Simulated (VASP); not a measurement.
A run of VASP 6.6.1 is set up as follows.

The input INCAR:

```
SYSTEM = InSb
PREC = Accurate
ENCUT = 520
EDIFF = 1E-7
ISMEAR = 0
SIGMA = 0.15
LREAL = .FALSE.
LASPH = .TRUE.
NELM = 100
ALGO = Normal
ISIF = 2
LWAVE = .FALSE.
LCHARG = .FALSE.
GGA = PE
NBANDS = 16
```

KPOINTS

```
Automatic mesh
0
G
  14 14 14
  0 0 0
```

File POSCAR:

```
InSb
1.0
    0.0000000000      3.0481098011      3.6577317614
    3.0481098011      0.0000000000      3.6577317614
    3.0481098011      3.0481098011      0.0000000000
In Sb
1 1
Direct
    0.0000000000      0.0000000000      0.0000000000
    0.7500000000      0.7500000000      0.7500000000
```

Potentials or basis: VASP PAW PBE potentials, release 64 (In_d, Sb).

The run is started by

```sh
$ cat potpaw_PBE.64/In_d/POTCAR potpaw_PBE.64/Sb/POTCAR > POTCAR
$ mpirun -np 1 vasp_std > vasp.out
```

Problem. Predict the pressure.

Solution. 2.8 GPa.

Problem. Estimate the band gap on the k mesh.

Solution. Zero (bands 9 and 10 overlap by 0.20 eV).

Stress tensor (GPa, compression positive):
```
 4.83  0.00  0.00
 0.00  4.83  0.00
 0.00  0.00 -1.36
```

Caveat: semilocal functionals underestimate gaps, so a narrow gap can read as zero; spin-orbit coupling is left out, which moves the levels of the heavy elements.
